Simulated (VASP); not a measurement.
Wanted: the native input for a VASP 6.6.1 run.

```yaml
Task: single point
Functional: PBE
Potentials_or_basis: VASP PAW PBE potentials, release 64 (Hf_pv, Si, O)
Cutoff: 520 eV
k_mesh: 4 × 4 × 2
Occupations: gaussian, width 0.1 eV
Spin: no spin polarisation
Dipole_correction: no
Further_INCAR_settings: ALGO = Normal; EDIFF = 1e-06; NBANDS = 37
```

The structure of HfSi2O6 lies in POSCAR:

```
HfSi2O6
1.0
   -0.0014737075     -5.0122120964      0.0062101834
   -4.9517487129      2.5046587409     -0.0079533152
    0.1705905444      0.0074219792     -5.8907172803
Hf Si O
1 2 6
Direct
    0.4588653297     -0.0007086220      0.0000731995
    0.0127971037      0.4939546886      0.3448960859
    0.5200618097      0.5064921100      0.6550678419
    0.5708904735      0.7787067459      0.7980187116
    0.8456183587      0.5407675126      0.5680689315
    0.7904811399      0.2205699064      0.2034175045
    0.3720296967      0.2453366309      0.8170029133
    0.3054065916      0.4609388861      0.4318345375
    0.1246194966      0.7539421413      0.1816202742
```

These files were run (other wordings do the same):

INCAR

```
SYSTEM = HfSi2O6
  PREC = Accurate
  ENCUT = 520
  EDIFF = 1E-6
  ISMEAR = 0
  SIGMA = 0.1
  LREAL = .FALSE.
  LASPH = .TRUE.
  NELM = 80
  ALGO = Normal
  ISIF = 2
  LWAVE = .FALSE.
  LCHARG = .FALSE.
  GGA = PE
  NBANDS = 37
```

KPOINTS

```
regular mesh
0
G
  4 4 2
  0 0 0
```

Potentials or basis: VASP PAW PBE potentials, release 64 (Hf_pv, Si, O).

Run with:

```console
$ cat potpaw_PBE.64/Hf_pv/POTCAR potpaw_PBE.64/Si/POTCAR potpaw_PBE.64/O/POTCAR > POTCAR
$ mpirun -np 1 vasp_std > vasp.out
```

It gave:

| Quantity | Value |
| --- | --- |
| Pressure | -0.4 GPa |
| Largest force | 0.191 eV/Å |
| Band gap on the k mesh | 5.02 eV (least direct gap 5.28 eV) |

Caveat: the k points lie up to 0.53 Å⁻¹ apart; spin-orbit coupling is left out, which moves the levels of the heavy elements.

It took 78 s on 1 thread of AMD EPYC 9R45 96-Core Processor (Zen 5), on a shared host, peak memory 0.28 GiB.
